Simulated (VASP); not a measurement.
# In2O3 (R-3c) in VASP: notebook

The runs below take In2O3 through single point, with PBE.

Program: VASP 6.6.1. These are calculated values, not measurements. Logs are shortened: lines on timing, memory, paths and dates and some standing lists are left out, and cuts for length are marked.

**1. The cell of the first run**

The structure is trigonal, space group R-3c (No. 167). The conventional cell has a = 5.344 Å, b = 5.344 Å, c = 14.586 Å, α = 90.00°, β = 90.00°, γ = 120.00°. Within 2.8 Å of In (site symmetry 3) lie 6 O at 2.08 to 2.21 Å. O (site symmetry 2) has 4 In at 2.08 to 2.21 Å and 12 O at 2.83 to 3.22 Å within 3.3 Å.

**2. Single point, PBE**

INCAR

```
ALGO = Normal
EDIFF = 1E-6
ENCUT = 520
GGA = PE
ISIF = 2
ISMEAR = -1
LASPH = True
LCHARG = True
LELF = True
LREAL = False
LVHAR = True
LWAVE = False
NBANDS = 55
NELM = 60
PREC = Accurate
SIGMA = 0.1
```

KPOINTS

```
k-points
0
Gamma
  4 4 4
```

POSCAR

```
In2O3
1.0
    2.6719040000      4.6278690000      0.0000000000
   -2.6719040000      4.6278690000      0.0000000000
    0.0000000000     -3.0852460000      4.8621000000
In O
4 6
Direct
    0.3521600000      0.3521600000      0.0564800000
    0.1478400000      0.1478400000      0.4435200000
    0.6478400000      0.6478400000      0.9435200000
    0.8521600000      0.8521600000      0.5564800000
    0.5562400000      0.9437600000      0.7500000000
    0.2500000000      0.5562400000      0.7500000000
    0.9437600000      0.2500000000      0.7500000000
    0.4437600000      0.0562400000      0.2500000000
    0.7500000000      0.4437600000      0.2500000000
    0.0562400000      0.7500000000      0.2500000000
```

Potentials or basis: VASP PAW PBE potentials, release 64 (In_d, O).

Command:

```sh
> cat potpaw_PBE.64/In_d/POTCAR potpaw_PBE.64/O/POTCAR > POTCAR
> mpirun -np 1 vasp_std > vasp.out
```

OUTCAR:

```text
EDIFF = 1E-6
   ENCUT = 520
   GGA = PE
   ISIF = 2
   ISMEAR = -1
   LASPH = True
   LREAL = False
   NELM = 60
   PREC = Accurate

 ion  position               nearest neighbor table
   1  0.352  0.352  0.056-   9 2.08   8 2.08  10 2.08   7 2.21   6 2.21   5 2.21   2 2.98   3 3.13
                             3 3.13   3 3.13   2 3.61   2 3.61   2 3.61   4 3.93   4 3.93   4 3.93
   2  0.148  0.148  0.444-  10 2.08   8 2.08   9 2.08   6 2.21   7 2.21   5 2.21   1 2.98   4 3.13
                             4 3.13   4 3.13   1 3.61   1 3.61   1 3.61   3 3.93   3 3.93   3 3.93
   3  0.648  0.648  0.944-   6 2.08   5 2.08   7 2.08  10 2.21   9 2.21   8 2.21   4 2.98   1 3.13
                             1 3.13   1 3.13   4 3.61   4 3.61   4 3.61   2 3.93   2 3.93   2 3.93
   4  0.852  0.852  0.556-   7 2.08   5 2.08   6 2.08   9 2.21  10 2.21   8 2.21   3 2.98   2 3.13
                             2 3.13   2 3.13   3 3.61   3 3.61   3 3.61   1 3.93   1 3.93   1 3.93
   5  0.556  0.944  0.750-   3 2.08   4 2.08   1 2.21   2 2.21
   6  0.250  0.556  0.750-   3 2.08   4 2.08   2 2.21   1 2.21
   7  0.944  0.250  0.750-   4 2.08   3 2.08   1 2.21   2 2.21
   8  0.444  0.056  0.250-   1 2.08   2 2.08   3 2.21   4 2.21
   9  0.750  0.444  0.250-   1 2.08   2 2.08   4 2.21   3 2.21
  10  0.056  0.750  0.250-   2 2.08   1 2.08   3 2.21   4 2.21

  LATTYP: Found a trigonal (rhomboedric) cell.
 ALAT       =     5.7583654899
 COS(alpha) =     0.5694007761

  Lattice vectors:

 A1 = (   2.6719040000,   1.5426230000,   4.8621000000)
 A2 = (  -2.6719040000,   1.5426230000,   4.8621000000)
 A3 = (   0.0000000000,  -3.0852460000,   4.8621000000)

Analysis of symmetry for initial positions (statically):
=====================================================================
 Subroutine PRICEL returns:
 Original cell was already a primitive cell.

 Routine SETGRP: Setting up the symmetry group for a
 trigonal (rhombohedral) supercell.

 Subroutine GETGRP returns: Found 12 space group operations
 (whereof  6 operations were pure point group operations)
 out of a pool of 12 trial point group operations.

The static configuration has the point symmetry S_6 .
 The point group associated with its full space group is D_3d.

Analysis of symmetry for dynamics (positions and initial velocities):
=====================================================================
 Subroutine PRICEL returns:
 Original cell was already a primitive cell.

 Routine SETGRP: Setting up the symmetry group for a
 trigonal (rhombohedral) supercell.

[... 117 lines left out ...]
   POTIM  = 0.5000    time-step for ionic-motion
   TEBEG  =    0.0;   TEEND  =   0.0 temperature during run
   PSTRESS=    0.0 pullay stress
   NELECT =      88.0000    total number of electrons
   NUPDOWN=      -1.0000    fix difference up-down
   EMIN   =  10.00;   EMAX   =-10.00  energy-range for DOS
   EFERMI =   0.00;   METHOD = LEGACY
   ISMEAR =    -1;   SIGMA  =   0.10  broadening in eV -4-tet -1-fermi 0-gaus
   EFERMI_NEDOS =   21; number of points for ismear=-14 and -15
   IALGO  =     38    algorithm
   IMIX   =      4    mixing-type and parameters
     AMIX     =   0.40;   BMIX     =  1.00
     AMIX_MAG =   1.60;   BMIX_MAG =  1.00
  volume/ion in A,a.u.               =      12.02        81.14
  Fermi-wavevector in a.u.,A,eV,Ry     =   1.475312  2.787935 29.613688  2.176545
  Thomas-Fermi vector in A             =   2.589976
   LORBIT       =      0    0 simple, 1 ext, 2 COOP (PROOUT), +10 PAW based schemes
   GGA     = PE    functional components
   LHFCALC =     F    Hartree Fock is set to
   AEXX    =    0.0000 exact exchange contribution
   IVDW    =     0    specifies the selected vdW correction
   LEPSILON=     F    determine dielectric tensor
   LRPA    =     F    only Hartree local field effects (RPA)
 non-spin polarized calculation
  energy-cutoff  :      520.00
  volume of cell :      120.24
 maximum number of plane-waves:      3260
   NGX = 19   NGY = 19   NGZ = 21

 number of electron      87.9999996 magnetization

 Free energy of the ion-electron system (eV)
  ---------------------------------------------------
  ext. energy  EPLUGINS =         0.00000000
  ---------------------------------------------------
  free energy    TOTEN  =       -54.54264224 eV

  energy without entropy =      -54.54255997  energy(sigma->0) =      -54.54260110

 E-fermi :   7.2239     XC(G=0): -11.4715

 val. band max:        6.2066635964   @ k =   0.0000   0.0000   0.0000
 cond. band min:       7.8876232650   @ k =   0.0000   0.0000   0.0000
 fundamental gap:      1.6809596687
 Fermi energy:         7.2238909218

 k-point     1 :       0.0000    0.0000    0.0000
  band No.  band energies     occupation
      1     -11.7999      2.00000
      2     -10.8803      2.00000
      3     -10.8803      2.00000
      4     -10.5736      2.00000
      5     -10.5736      2.00000
      6     -10.4802      2.00000
[... 743 lines left out ...]
     54      16.2635      0.00000
     55      18.2542      0.00000

------------------------ aborting loop because EDIFF is reached ----------------------------------------

  FORCE on cell =-STRESS in cart. coord.  units (eV):
  Direction    XX          YY          ZZ          XY          YZ          ZX
  --------------------------------------------------------------------------------------
  -------------------------------------------------------------------------------------
  Total       16.4974598     16.4974279     13.5440151      0.0000000      0.0000000      0.0000000
  in kB      219.8223634    219.8219377    180.4688383      0.0000000      0.0000000      0.0000000
  external PRESSURE =     206.7043798 kB  Pullay stress =       0.0000000 kB

 VOLUME and BASIS-vectors are now :
 -----------------------------------------------------------------------------
  energy-cutoff  :      520.00
  volume of cell :      120.24
      direct lattice vectors                 reciprocal lattice vectors
     2.671904000  4.627869000  0.000000000     0.187132472  0.108041088  0.068557482
    -2.671904000  4.627869000  0.000000000    -0.187132472  0.108041088  0.068557482
     0.000000000 -3.085246000  4.862100000     0.000000000  0.000000000  0.205672446

 POSITION                                       TOTAL-FORCE (eV/Angst)
 -----------------------------------------------------------------------------------
      0.00000      3.08525      0.27461        -0.000000     -0.000000      0.493178
      0.00000      0.00000      2.15644        -0.000000      0.000000     -0.493178
      0.00000      3.08525      4.58749        -0.000000      0.000000     -0.493178
      0.00000      6.17049      2.70566        -0.000000     -0.000000      0.493178
     -1.03542      4.62787      3.64657        -0.442449      0.000000     -0.000000
     -0.81824      1.41724      3.64657         0.221225     -0.383172     -0.000000
      1.85366      3.21063      3.64657         0.221225      0.383172     -0.000000
      1.03542      1.54262      1.21552         0.442449      0.000000     -0.000000
      0.81824      4.75325      1.21552        -0.221225      0.383172     -0.000000
     -1.85366      2.95986      1.21552        -0.221225     -0.383172     -0.000000
 -----------------------------------------------------------------------------------
    total drift:                               -0.000000     -0.000000      0.000000

  FREE ENERGIE OF THE ION-ELECTRON SYSTEM (eV)
  ---------------------------------------------------
  free  energy   TOTEN  =       -54.5426422366 eV

  energy  without entropy=      -54.5425599700  energy(sigma->0) =      -54.54260110
```

OSZICAR:

```text
N       E                     dE             d eps       ncg     rms          rms(c)
DAV:   1     0.128703835691E+04    0.12870E+04   -0.41060E+04  1468   0.235E+03
DAV:   2     0.202542805146E+03   -0.10845E+04   -0.10313E+04  1470   0.655E+02
DAV:   3    -0.436866658609E+02   -0.24623E+03   -0.23853E+03  1535   0.274E+02
DAV:   4    -0.641748746965E+02   -0.20488E+02   -0.20283E+02  1948   0.857E+01
DAV:   5    -0.646444321596E+02   -0.46956E+00   -0.46759E+00  1836   0.134E+01    0.248E+01
DAV:   6    -0.543813323798E+02    0.10263E+02   -0.35362E+01  2236   0.649E+01    0.189E+01
DAV:   7    -0.545948934260E+02   -0.21356E+00   -0.37493E+00  1646   0.110E+01    0.459E+00
DAV:   8    -0.545532183884E+02    0.41675E-01   -0.23288E-01  2260   0.348E+00    0.246E+00
DAV:   9    -0.545425740521E+02    0.10644E-01   -0.52746E-02  2237   0.269E+00    0.391E-01
DAV:  10    -0.545420544201E+02    0.51963E-03   -0.11315E-02  2100   0.110E+00    0.943E-02
DAV:  11    -0.545427401955E+02   -0.68578E-03   -0.21214E-03  2021   0.296E-01    0.115E-01
DAV:  12    -0.545426364213E+02    0.10377E-03   -0.47527E-04  2076   0.216E-01    0.432E-02
DAV:  13    -0.545426422303E+02   -0.58089E-05   -0.34755E-05  2181   0.610E-02    0.774E-03
DAV:  14    -0.545426422366E+02   -0.63428E-08   -0.32712E-06  1332   0.227E-02
   1 F= -.54542642E+02 E0= -.54542601E+02  d E =-.822666E-04
```

Wall time 2.7 min (1 thread of Intel Xeon 8259CL, shared host); peak memory 0.28 GiB.

What came out:

| Item | Value |
| --- | --- |
| Free energy | -54.5426 eV |
| Pressure | 20.7 GPa |
| Largest force | 0.493 eV/Å |
| Band gap on the k mesh | 1.68 eV |

Forces on the atoms (eV/Å):
```
In   0.000  0.000  0.493
In   0.000  0.000 -0.493
In   0.000  0.000 -0.493
In   0.000  0.000  0.493
O   -0.442  0.000  0.000
O    0.221 -0.383  0.000
O    0.221  0.383  0.000
O    0.442  0.000  0.000
O   -0.221  0.383  0.000
O   -0.221 -0.383  0.000
```

Caveat: the cell stands under pressure; spin-orbit coupling is left out, which moves the levels of the heavy elements.

[end of part 1 of 2]
